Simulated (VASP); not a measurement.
Input of a VASP 6.6.1 run:

The input INCAR:

```
ALGO = Normal
EDIFF = 1E-7
ENCUT = 520
GGA = PS
ISIF = 2
ISMEAR = 0
ISPIN = 2
LASPH = True
LCHARG = False
LDAU = True
LDAUJ = 0 0 0
LDAUL = 2 -1 -1
LDAUPRINT = 1
LDAUTYPE = 2
LDAUU = 4 0 0
LMAXMIX = 4
LORBIT = 11
LREAL = Auto
LWAVE = False
MAGMOM = 2.54 0 0 0 0 0 0 0 -0.04 -0.04 -0.04 -0.04 -0.04 -0.04 -0.04 -0.04
NBANDS = 88
NELM = 150
PREC = Accurate
SIGMA = 0.05
```

The input KPOINTS:

```
k-points
0
Gamma
  3 3 3
```

The input POSCAR:

```
In7CoAs8
1.0
    0.0000000000      6.0580000000      6.0580000000
    6.0580000000      0.0000000000      6.0580000000
    6.0580000000      6.0580000000      0.0000000000
Co In As
1 7 8
Direct
    0.0000000000      0.0000000000      1.0000000000
    0.0033947217      0.0033947217      0.4966052783
    0.0033947217      0.4966052783      0.0033947217
    0.0033947217      0.4966052783      0.4966052783
    0.4966052783      0.0033947217      0.0033947217
    0.4966052783      0.0033947217      0.4966052783
    0.4966052783      0.4966052783      0.0033947217
    0.5000000000      0.5000000000      0.5000000000
    0.1172760432      0.1172760432      0.1172760432
    0.1172760432      0.1172760432      0.6481718705
    0.1172760432      0.6481718705      0.1172760432
    0.1236636802      0.6254454399      0.6254454399
    0.6481718705      0.1172760432      0.1172760432
    0.6254454399      0.1236636802      0.6254454399
    0.6254454399      0.6254454399      0.1236636802
    0.6254454399      0.6254454399      0.6254454399
```

Potentials or basis: VASP PAW PBE potentials, release 64 (Co, In_d, As).

The run is started by

```bash
$ cat potpaw_PBE.64/Co/POTCAR potpaw_PBE.64/In_d/POTCAR potpaw_PBE.64/As/POTCAR > POTCAR
$ mpirun -np 1 vasp_std > vasp.out
```

What does it give for the site moments?

Co +2.39; In +0.00, -0.01 (each value once); As -0.04 μB.

Predict the largest force.

0.052 eV/Å.

Eigenvalues of the final occupation matrices:
```tsv
site	spin	trace	eigenvalues
site 1 d	1	4.74	0.95 0.95 0.95 0.95 0.95
site 1 d	2	2.41	0.18 0.18 0.18 0.93 0.93
```

Caveat: the PAW data sets were made with another functional, which shifts forces and pressure a little; spin-orbit coupling is left out, which moves the levels of the heavy elements; a cell with one magnetic atom can't hold antiferromagnetic order, which such compounds often take; the U is typed as a test and isn't derived for this compound.
